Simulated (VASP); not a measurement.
# AlRu (P4/mmm) in VASP: notebook

Runs on AlRu. Level: PBE. Tasks: single point.

Everything below comes from runs of VASP 6.6.1. Logs are shortened: lines on timing, memory, paths and dates and some standing lists are left out, and cuts for length are marked.

### Step 1. The cell of the first run

The structure is tetragonal, space group P4/mmm (No. 123). Conventional cell: a = 2.977 Å, b = 2.977 Å, c = 3.022 Å, α = 90.00°, β = 90.00°, γ = 90.00°. Within 3.4 Å of Al (site symmetry 4/mmm) lie 8 Ru at 2.59 Å and 6 Al at 2.98 to 3.02 Å. Within 3.4 Å of Ru (site symmetry 4/mmm) lie 8 Al at 2.59 Å and 6 Ru at 2.98 to 3.02 Å.

### Step 2. Single point, PBE (z stretched by +1 % at fixed volume)

Contents of INCAR:

```
SYSTEM = AlRu
PREC = Accurate
ENCUT = 520
EDIFF = 1E-6
ISMEAR = -1
SIGMA = 0.05
LREAL = .False.
LASPH = .True.
NELM = 80
ALGO = Normal
ISIF = 2
LWAVE = .False.
LCHARG = .True.
GGA = PE
LELF = .True.
LVHAR = .True.
NBANDS = 16
```

Contents of KPOINTS:

```
regular mesh
0
Gamma
  12 12 12
  0 0 0
```

Contents of POSCAR:

```
AlRu
1.0
    2.9767532582      0.0000000000      0.0000000000
    0.0000000000      2.9767532582      0.0000000000
    0.0000000000      0.0000000000      3.0215160000
Al Ru
1 1
Direct
    0.0000000000      0.0000000000      0.0000000000
    0.5000000000      0.5000000000      0.5000000000
```

Potentials or basis: VASP PAW PBE potentials, release 64 (Al, Ru_pv).

The run is started by

```console
$ cat potpaw_PBE.64/Al/POTCAR potpaw_PBE.64/Ru_pv/POTCAR > POTCAR
$ mpirun -np 1 vasp_std > vasp.out
```

OUTCAR:

```text
SYSTEM = AlRu
   PREC = Accurate
   ENCUT = 520
   EDIFF = 1E-6
   ISMEAR = -1
   LREAL = .False.
   LASPH = .True.
   NELM = 80
   ISIF = 2
   GGA = PE

 ion  position               nearest neighbor table
   1  0.000  0.000  0.000-   2 2.59   2 2.59   2 2.59   2 2.59   2 2.59   2 2.59   2 2.59   2 2.59

   2  0.500  0.500  0.500-   1 2.59   1 2.59   1 2.59   1 2.59   1 2.59   1 2.59   1 2.59   1 2.59

  LATTYP: Found a simple tetragonal cell.
 ALAT       =     2.9767532582
 C/A-ratio  =     1.0150374377

  Lattice vectors:

 A1 = (   2.9767532582,   0.0000000000,   0.0000000000)
 A2 = (   0.0000000000,   2.9767532582,   0.0000000000)
 A3 = (   0.0000000000,   0.0000000000,   3.0215160000)

Analysis of symmetry for initial positions (statically):
=====================================================================
 Subroutine PRICEL returns:
 Original cell was already a primitive cell.

 Routine SETGRP: Setting up the symmetry group for a
 simple tetragonal supercell.

 Subroutine GETGRP returns: Found 16 space group operations
 (whereof 16 operations were pure point group operations)
 out of a pool of 16 trial point group operations.

The static configuration has the point symmetry D_4h.

Analysis of symmetry for dynamics (positions and initial velocities):
=====================================================================
 Subroutine PRICEL returns:
 Original cell was already a primitive cell.

 Routine SETGRP: Setting up the symmetry group for a
 simple tetragonal supercell.

 Subroutine GETGRP returns: Found 16 space group operations
 (whereof 16 operations were pure point group operations)
 out of a pool of 16 trial point group operations.

The dynamic configuration has the point symmetry D_4h.

 Subroutine INISYM returns: Found 16 space group operations
 (whereof 16 operations are pure point group operations),
 and found     1 'primitive' translations

----------------------------------------------------------------------------------------

                                     Primitive cell

  volume of cell :      26.7738

  direct lattice vectors                    reciprocal lattice vectors
     2.976753258  0.000000000  0.000000000     0.335936476  0.000000000  0.000000000
     0.000000000  2.976753258  0.000000000     0.000000000  0.335936476  0.000000000
     0.000000000  0.000000000  3.021516000     0.000000000  0.000000000  0.330959690

  length of vectors
[... 69 lines left out ...]
   ions per type =               1   1
   NGX,Y,Z   is equivalent  to a cutoff of  13.40, 13.40, 13.20 a.u.
   NGXF,Y,Z  is equivalent  to a cutoff of  26.81, 26.81, 26.41 a.u.
 SYSTEM =  AlRu
   PREC   = accura    normal or accurate (medium, high low for compatibility)
   ISTART =      0    job   : 0-new  1-cont  2-samecut
   ICHARG =      2    charge: 1-file 2-atom 10-const
   ISPIN  =      1    spin polarized calculation?
   LNONCOLLINEAR =      F non collinear calculations
   LSORBIT =      F    spin-orbit coupling
   LASPH  =      T    aspherical Exc in radial PAW
   ENCUT  =  520.0 eV  38.22 Ry    6.18 a.u.   5.53  5.53  5.62*2*pi/ulx,y,z
   NELM   =     80;   NELMIN=  2; NELMDL= -5     # of ELM steps
   EDIFF  = 0.1E-05   stopping-criterion for ELM
   LREAL  =      F    real-space projection
   EDIFFG = 0.1E-04   stopping-criterion for IOM
   NSW    =      0    number of steps for IOM
   IBRION =     -1    ionic relax: 0-MD 1-quasi-New 2-CG
   NFREE  =      0    steps in history (QN), initial steepest desc. (CG)
   ISIF   =      2    stress and relaxation
   ISYM   =      2    0-nonsym 1-usesym 2-fastsym
   POTIM  = 0.5000    time-step for ionic-motion
   TEBEG  =    0.0;   TEEND  =   0.0 temperature during run
   PSTRESS=    0.0 pullay stress
   NELECT =      17.0000    total number of electrons
   NUPDOWN=      -1.0000    fix difference up-down
   EMIN   =  10.00;   EMAX   =-10.00  energy-range for DOS
   EFERMI =   0.00;   METHOD = LEGACY
   ISMEAR =    -1;   SIGMA  =   0.05  broadening in eV -4-tet -1-fermi 0-gaus
   EFERMI_NEDOS =   21; number of points for ismear=-14 and -15
   IALGO  =     38    algorithm
   IMIX   =      4    mixing-type and parameters
     AMIX     =   0.40;   BMIX     =  1.00
     AMIX_MAG =   1.60;   BMIX_MAG =  1.00
  volume/ion in A,a.u.               =      13.39        90.34
  Fermi-wavevector in a.u.,A,eV,Ry     =   1.407087  2.659009 26.938090  1.979894
  Thomas-Fermi vector in A             =   2.529382
   LORBIT       =      0    0 simple, 1 ext, 2 COOP (PROOUT), +10 PAW based schemes
   GGA     = PE    functional components
[... 5 lines left out ...]
 non-spin polarized calculation
  energy-cutoff  :      520.00
  volume of cell :       26.77
 maximum number of plane-waves:       739
 NGX is ok and might be reduce to    24
   NGX = 11   NGY = 11   NGZ = 11

 number of electron      16.9999996 magnetization

 Free energy of the ion-electron system (eV)
  ---------------------------------------------------
  ext. energy  EPLUGINS =         0.00000000
  ---------------------------------------------------
  free energy    TOTEN  =       -14.26647084 eV

  energy without entropy =      -14.25454104  energy(sigma->0) =      -14.26050594

 E-fermi :  10.7066     XC(G=0): -12.5666

 val. band max:       10.7034248306   @ k =   0.0833   0.0833   0.1667
 cond. band min:      10.7071194920   @ k =   0.0000   0.0000   0.0833
 fundamental gap:      0.0036946614
 Fermi energy:        10.7065884870

 k-point     1 :       0.0000    0.0000    0.0000
  band No.  band energies     occupation
      1     -31.0677      2.00000
      2     -31.0467      2.00000
      3     -31.0467      2.00000
      4       1.0416      2.00000
      5       7.1458      2.00000
      6       7.1561      2.00000
[... 433 lines left out ...]
      3     -31.0353      2.00000
      4       4.7416      2.00000
      5       6.8238      2.00000
      6       8.8634      2.00000
[... 8 lines left out ...]
     15      23.0070      0.00000
     16      25.7229      0.00000

 [... further k-points ...]
[... 5 lines left out ...]
  --------------------------------------------------------------------------------------
  -------------------------------------------------------------------------------------
  Total        0.5629349      0.5629349      0.1126209      0.0000000      0.0000000      0.0000000
  in kB       33.6866776     33.6866776      6.7393632      0.0000000      0.0000000      0.0000000
  external PRESSURE =      24.7042394 kB  Pullay stress =       0.0000000 kB

 VOLUME and BASIS-vectors are now :
 -----------------------------------------------------------------------------
  energy-cutoff  :      520.00
  volume of cell :       26.77
      direct lattice vectors                 reciprocal lattice vectors
     2.976753258  0.000000000  0.000000000     0.335936476  0.000000000  0.000000000
     0.000000000  2.976753258  0.000000000     0.000000000  0.335936476  0.000000000
     0.000000000  0.000000000  3.021516000     0.000000000  0.000000000  0.330959690

 POSITION                                       TOTAL-FORCE (eV/Angst)
 -----------------------------------------------------------------------------------
      0.00000      0.00000      0.00000         0.000000      0.000000      0.000000
      1.48838      1.48838      1.51076         0.000000      0.000000      0.000000
 -----------------------------------------------------------------------------------
    total drift:                                0.000000     -0.000000     -0.000000

  FREE ENERGIE OF THE ION-ELECTRON SYSTEM (eV)
  ---------------------------------------------------
  free  energy   TOTEN  =       -14.2664708355 eV

  energy  without entropy=      -14.2545410351  energy(sigma->0) =      -14.26050594
```

OSZICAR:

```text
N       E                     dE             d eps       ncg     rms          rms(c)
DAV:   1     0.116742067162E+03    0.11674E+03   -0.91248E+03  6376   0.986E+02
DAV:   2    -0.130277762985E+02   -0.12977E+03   -0.12358E+03  7376   0.294E+02
DAV:   3    -0.149273782695E+02   -0.18996E+01   -0.18931E+01  8016   0.370E+01
DAV:   4    -0.149410845220E+02   -0.13706E-01   -0.13692E-01  7872   0.331E+00
DAV:   5    -0.149412749170E+02   -0.19039E-03   -0.19010E-03  7680   0.373E-01    0.122E+01
DAV:   6    -0.143532310441E+02    0.58804E+00   -0.22969E+00  6792   0.164E+01    0.233E+00
DAV:   7    -0.142819699441E+02    0.71261E-01   -0.17551E-01  6608   0.472E+00    0.204E+00
DAV:   8    -0.142666291759E+02    0.15341E-01   -0.17228E-02  7472   0.104E+00    0.186E-01
DAV:   9    -0.142664775190E+02    0.15166E-03   -0.25656E-04  7792   0.129E-01    0.122E-01
DAV:  10    -0.142664723410E+02    0.51780E-05   -0.23750E-05  7176   0.531E-02    0.507E-03
DAV:  11    -0.142664711769E+02    0.11641E-05   -0.85643E-07  6048   0.985E-03    0.396E-03
DAV:  12    -0.142664708355E+02    0.34144E-06   -0.51150E-08  3920   0.223E-03
   1 F= -.14266471E+02 E0= -.14260506E+02  d E =-.119298E-01
```

stdout:

```text
POSCAR found type information on POSCAR AlRu
 POSCAR found :  2 types and       2 ions
 scaLAPACK will be used
 LDA part: xc-table for (Slater+PW92), standard interpolation
 POSCAR, INCAR and KPOINTS ok, starting setup
 FFT: planning ... GRIDC
 FFT: planning ... GRID_SOFT
 FFT: planning ... GRID
 WAVECAR not read
 entering main loop
```

Wall time 18 s (1 thread of Intel Xeon 6975P-C (Granite Rapids), shared host); peak memory 0.2 GiB.

Results:

- Free energy: -14.2665 eV
- Pressure: 2.5 GPa

(Continued in part 2 of 2.)
